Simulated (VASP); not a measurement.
# Pd (Fm-3m) in VASP: a series of runs

Pd is run at these levels: PBEsol; tasks: single point.

Everything below comes from runs of VASP 6.6.1. Logs are shortened: lines on timing, memory, paths and dates and some standing lists are left out, and cuts for length are marked.

## Step 1: The cell of the first run

Symmetry: Fm-3m, No. 225, cubic system. Conventional cell: a = 3.890 Å, b = 3.890 Å, c = 3.890 Å, α = 90.00°, β = 90.00°, γ = 90.00°. Within 3.6 Å of Pd (site symmetry m-3m) lie 12 Pd at 2.75 Å.

## Step 2: Single point, PBEsol

INCAR reads:

```
  PREC = Accurate
  ENCUT = 520
  EDIFF = 1E-6
  ISMEAR = -1
  SIGMA = 0.05
  LREAL = F
  LASPH = T
  NELM = 100
  ALGO = Normal
  ISIF = 2
  LWAVE = F
  LCHARG = T
  GGA = PS
  LELF = T
  LVHAR = T
  NBANDS = 11
```

KPOINTS reads:

```
Automatic mesh
0
Gamma
  18 18 18
```

POSCAR reads:

```
Pd
1.0
    0.0000000000      1.9449000000      1.9449000000
    1.9449000000      0.0000000000      1.9449000000
    1.9449000000      1.9449000000      0.0000000000
Pd
1
Direct
    0.0000000000      0.0000000000      0.0000000000
```

Potentials or basis: VASP PAW PBE potentials, release 64 (Pd).

On the command line:

```
$ cat potpaw_PBE.64/Pd/POTCAR > POTCAR
$ mpirun -np 1 vasp_std > vasp.out
```

OUTCAR:

```text
PREC = Accurate
   ENCUT = 520
   EDIFF = 1E-6
   ISMEAR = -1
   LREAL = F
   LASPH = T
   NELM = 100
   ISIF = 2
   GGA = PS

 ion  position               nearest neighbor table
   1  0.000  0.000  0.000-

  LATTYP: Found a face centered cubic cell.
 ALAT       =     3.8898000000

  Lattice vectors:

 A1 = (   0.0000000000,   1.9449000000,   1.9449000000)
 A2 = (   1.9449000000,   0.0000000000,   1.9449000000)
 A3 = (   1.9449000000,   1.9449000000,   0.0000000000)

Analysis of symmetry for initial positions (statically):
=====================================================================
 Subroutine PRICEL returns:
 Original cell was already a primitive cell.

 Routine SETGRP: Setting up the symmetry group for a
 face centered cubic supercell.

 Subroutine GETGRP returns: Found 48 space group operations
 (whereof 48 operations were pure point group operations)
 out of a pool of 48 trial point group operations.

The static configuration has the point symmetry O_h .

Analysis of symmetry for dynamics (positions and initial velocities):
=====================================================================
 Subroutine PRICEL returns:
 Original cell was already a primitive cell.

 Routine SETGRP: Setting up the symmetry group for a
 face centered cubic supercell.

 Subroutine GETGRP returns: Found 48 space group operations
 (whereof 48 operations were pure point group operations)
 out of a pool of 48 trial point group operations.

The dynamic configuration has the point symmetry O_h .

 Subroutine INISYM returns: Found 48 space group operations
 (whereof 48 operations are pure point group operations),
 and found     1 'primitive' translations

----------------------------------------------------------------------------------------

                                     Primitive cell

  volume of cell :      14.7137

  direct lattice vectors                    reciprocal lattice vectors
     0.000000000  1.944900000  1.944900000    -0.257082626  0.257082626  0.257082626
     1.944900000  0.000000000  1.944900000     0.257082626 -0.257082626  0.257082626
     1.944900000  1.944900000  0.000000000     0.257082626  0.257082626 -0.257082626

  length of vectors
     2.750503957  2.750503957  2.750503957     0.445280171  0.445280171  0.445280171

  position of ions in fractional coordinates (direct lattice)
     0.000000000  0.000000000  0.000000000

  ion indices of the primitive-cell ions
   primitive index   ion index
                 1           1
[... 71 lines left out ...]
   NELM   =    100;   NELMIN=  2; NELMDL= -5     # of ELM steps
   EDIFF  = 0.1E-05   stopping-criterion for ELM
   LREAL  =      F    real-space projection
   EDIFFG = 0.1E-04   stopping-criterion for IOM
   NSW    =      0    number of steps for IOM
   IBRION =     -1    ionic relax: 0-MD 1-quasi-New 2-CG
   NFREE  =      0    steps in history (QN), initial steepest desc. (CG)
   ISIF   =      2    stress and relaxation
   ISYM   =      2    0-nonsym 1-usesym 2-fastsym
   POTIM  = 0.5000    time-step for ionic-motion
   TEBEG  =    0.0;   TEEND  =   0.0 temperature during run
   PSTRESS=    0.0 pullay stress
   NELECT =      10.0000    total number of electrons
   NUPDOWN=      -1.0000    fix difference up-down
   EMIN   =  10.00;   EMAX   =-10.00  energy-range for DOS
   EFERMI =   0.00;   METHOD = LEGACY
   ISMEAR =    -1;   SIGMA  =   0.05  broadening in eV -4-tet -1-fermi 0-gaus
   EFERMI_NEDOS =   21; number of points for ismear=-14 and -15
   IALGO  =     38    algorithm
   IMIX   =      4    mixing-type and parameters
     AMIX     =   0.40;   BMIX     =  1.00
     AMIX_MAG =   1.60;   BMIX_MAG =  1.00
  volume/ion in A,a.u.               =      14.71        99.29
  Fermi-wavevector in a.u.,A,eV,Ry     =   1.439354  2.719984 28.187725  2.071739
  Thomas-Fermi vector in A             =   2.558219
   LORBIT       =      0    0 simple, 1 ext, 2 COOP (PROOUT), +10 PAW based schemes
   GGA     = PS    functional components
   LHFCALC =     F    Hartree Fock is set to
   AEXX    =    0.0000 exact exchange contribution
   IVDW    =     0    specifies the selected vdW correction
   LEPSILON=     F    determine dielectric tensor
   LRPA    =     F    only Hartree local field effects (RPA)
 non-spin polarized calculation
  energy-cutoff  :      520.00
  volume of cell :       14.71
 maximum number of plane-waves:       411
   NGX = 11   NGY = 11   NGZ = 11

 number of electron      10.0000000 magnetization

 Free energy of the ion-electron system (eV)
  ---------------------------------------------------
  ext. energy  EPLUGINS =         0.00000000
  ---------------------------------------------------
  free energy    TOTEN  =        -5.97164467 eV

  energy without entropy =       -5.95353391  energy(sigma->0) =       -5.96258929

 E-fermi :   9.6676     XC(G=0): -13.3956

 val. band max:        9.6670493457   @ k =   0.4444   0.1667   0.0000
 cond. band min:       9.6711561106   @ k =  -0.3889   0.3889   0.0556
 fundamental gap:      0.0041067649
 Fermi energy:         9.6676409640

 k-point     1 :       0.0000    0.0000    0.0000
  band No.  band energies     occupation
      1       2.4029      2.00000
      2       6.7963      2.00000
      3       6.7963      2.00000
      4       6.7963      2.00000
      5       8.4355      2.00000
      6       8.4355      2.00000
      7      26.7903      0.00000
      8      31.5742      0.00000
      9      31.5742      0.00000
     10      31.5742      0.00000
     11      35.7462      0.00000
[... 309 lines left out ...]
 k-point    24 :      -0.2222    0.0556    0.0000
  band No.  band energies     occupation
      1       4.1301      2.00000
      2       6.5585      2.00000
      3       7.1249      2.00000
      4       7.1609      2.00000
      5       8.3104      2.00000
      6       8.8400      2.00000
      7      24.5435      0.00000
      8      27.8531      0.00000
      9      31.8187      0.00000
     10      34.1887      0.00000
     11      34.5960      0.00000

 [... further k-points ...]
[... 5 lines left out ...]
  --------------------------------------------------------------------------------------
  -------------------------------------------------------------------------------------
  Total       -0.2327126     -0.2327126     -0.2327126      0.0000000      0.0000000      0.0000000
  in kB      -25.3401168    -25.3401168    -25.3401168      0.0000000      0.0000000      0.0000000
  external PRESSURE =     -25.3401168 kB  Pullay stress =       0.0000000 kB

 VOLUME and BASIS-vectors are now :
 -----------------------------------------------------------------------------
  energy-cutoff  :      520.00
  volume of cell :       14.71
      direct lattice vectors                 reciprocal lattice vectors
     0.000000000  1.944900000  1.944900000    -0.257082626  0.257082626  0.257082626
     1.944900000  0.000000000  1.944900000     0.257082626 -0.257082626  0.257082626
     1.944900000  1.944900000  0.000000000     0.257082626  0.257082626 -0.257082626

 POSITION                                       TOTAL-FORCE (eV/Angst)
 -----------------------------------------------------------------------------------
      0.00000      0.00000      0.00000         0.000000      0.000000      0.000000
 -----------------------------------------------------------------------------------
    total drift:                                0.000000     -0.000000      0.000000

  FREE ENERGIE OF THE ION-ELECTRON SYSTEM (eV)
  ---------------------------------------------------
  free  energy   TOTEN  =        -5.9716446672 eV

  energy  without entropy=       -5.9535339115  energy(sigma->0) =       -5.96258929
```

stdout:

```text
POSCAR found type information on POSCAR Pd
 POSCAR found :  1 types and       1 ions
 scaLAPACK will be used
 -----------------------------------------------------------------------------
|                                                                             |
|                                                                             |
|     You enforced a specific xc type in the INCAR file but a different       |
|     I HOPE YOU KNOW WHAT YOU ARE DOING!                                     |
|                                                                             |
 -----------------------------------------------------------------------------

 LDA part: xc-table for (Slater+PW92), standard interpolation
 POSCAR, INCAR and KPOINTS ok, starting setup
 FFT: planning ... GRIDC
 FFT: planning ... GRID_SOFT
 FFT: planning ... GRID
 WAVECAR not read
 entering main loop
```

Wall time 18 s (1 thread of Intel Xeon Platinum 8259CL at 2.50GHz (Skylake/Cascade Lake), shared host); peak memory 0.15 GiB.

What came out:

| Quantity | Value |
| --- | --- |
| Free energy | -5.9716 eV |
| Pressure | -2.5 GPa |
| Band gap on the k mesh | zero (band 5 reaches 9.96 eV, above the bottom of band 6 at 8.37 eV) |

Caveat: the PAW data sets were made with another functional, which shifts forces and pressure a little.

## Step 3: Single point, PBEsol (volume scaled by 0.94)

INCAR: that of step 2 with these lines changed.

```diff
@@ -2,3 +2,3 @@
   ENCUT = 520
-  EDIFF = 1E-6
+  EDIFF = 1E-7
   ISMEAR = -1
@@ -7,3 +7,3 @@
   LASPH = T
-  NELM = 100
+  NELM = 60
   ALGO = Normal
```

KPOINTS reads:

```
regular mesh
0
Gamma
  18 18 18
```

POSCAR reads:

```
Pd
1.0
    0.0000000000      1.9051970228      1.9051970228
    1.9051970228      0.0000000000      1.9051970228
    1.9051970228      1.9051970228      0.0000000000
Pd
1
Direct
    0.0000000000      0.0000000000      0.0000000000
```

Potentials or basis: VASP PAW PBE potentials, release 64 (Pd).

On the command line:

```
$ cat potpaw_PBE.64/Pd/POTCAR > POTCAR
$ mpirun -np 1 vasp_std > vasp.out
```

It took 10 s on 1 thread of Intel Xeon 6975P-C (Granite Rapids), shared host; peak memory 0.14 GiB.

It converged, with:

| Quantity | Value |
| --- | --- |
| Free energy | -5.9489 eV |
| Pressure | 11.5 GPa |
| Band gap on the k mesh | zero (band 5 reaches 11.09 eV, above the bottom of band 6 at 9.32 eV) |

Levels at points of the mesh, in eV from the Fermi level:
```tsv
k point	band 3	band 4	band 5	band 6	band 7	band 8
(0.00, 0.00, 0.00)	-3.17	-3.17	-1.36	-1.36	17.12	22.26
(0.50, 0.00, 0.00)	-3.23	-0.02	-0.02	0.76	7.79	16.50
(0.50, 0.50, 0.00)	-0.05	0.33	0.33	3.24	11.40	13.45
```

Caveat: the PAW data sets were made with another functional, which shifts forces and pressure a little.

## Step 4: Single point, PBEsol (volume scaled by 0.98)

INCAR reads:

```
PREC = Accurate
ENCUT = 520
EDIFF = 1E-6
ISMEAR = -1
SIGMA = 0.05
LREAL = F
LASPH = T
NELM = 100
ALGO = Normal
ISIF = 2
LWAVE = F
LCHARG = F
GGA = PS
NBANDS = 11
```

KPOINTS is that of step 3.

POSCAR reads:

```
Pd
1.0
    0.0000000000      1.9318465866      1.9318465866
    1.9318465866      0.0000000000      1.9318465866
    1.9318465866      1.9318465866      0.0000000000
Pd
1
Direct
    0.0000000000      0.0000000000      0.0000000000
```

On the command line:

```
$ cat potpaw_PBE.64/Pd/POTCAR > POTCAR
$ mpirun -np 1 vasp_std > vasp.out
```

It took 9.3 s on 1 thread of Intel Xeon 6975P-C (Granite Rapids), shared host; peak memory 0.14 GiB.

It converged, with:

* Free energy: -5.9725 eV
* Pressure: 1.5 GPa
* Band gap on the k mesh: zero (band 5 reaches 10.32 eV, above the bottom of band 6 at 8.67 eV)

Levels at points of the mesh, in eV from the Fermi level:
```tsv
k point	band 1	band 2	band 3	band 4	band 5	band 6	band 7	band 8	band 9	band 10
(0.00, 0.00, 0.00)	-7.43	-2.97	-2.97	-2.97	-1.27	-1.27	17.13	22.03	22.03	22.03
(0.50, 0.00, 0.00)	-5.53	-3.01	-3.01	-0.02	-0.02	0.86	7.44	16.49	21.22	21.22
(0.50, 0.50, 0.00)	-5.63	-5.33	-0.05	0.30	0.30	3.24	10.95	13.23	13.23	21.81
```

Caveat: the PAW data sets were made with another functional, which shifts forces and pressure a little.

## Step 5: The runs side by side

| cell | gap on the mesh (eV) | pressure (GPa) |
| --- | --- | --- |
| a = 2.751 Å, angles 60.0°, 1 atom | none | -2.5 |
| a = 2.694 Å, angles 60.0°, 1 atom | none | 11.5 |
| a = 2.732 Å, angles 60.0°, 1 atom | none | 1.5 |

Alike in all rows: task single point; level PBEsol; potentials or basis VASP PAW PBE potentials, release 64 (Pd); no spin polarisation; k mesh 18 × 18 × 18; cutoff (eV) 520; smearing fermi-dirac 0.05 eV.

Caveats: the PAW data sets were made with another functional, which shifts forces and pressure a little.

Total energies depend on the potentials used, so only differences within one code and one set of settings carry meaning.
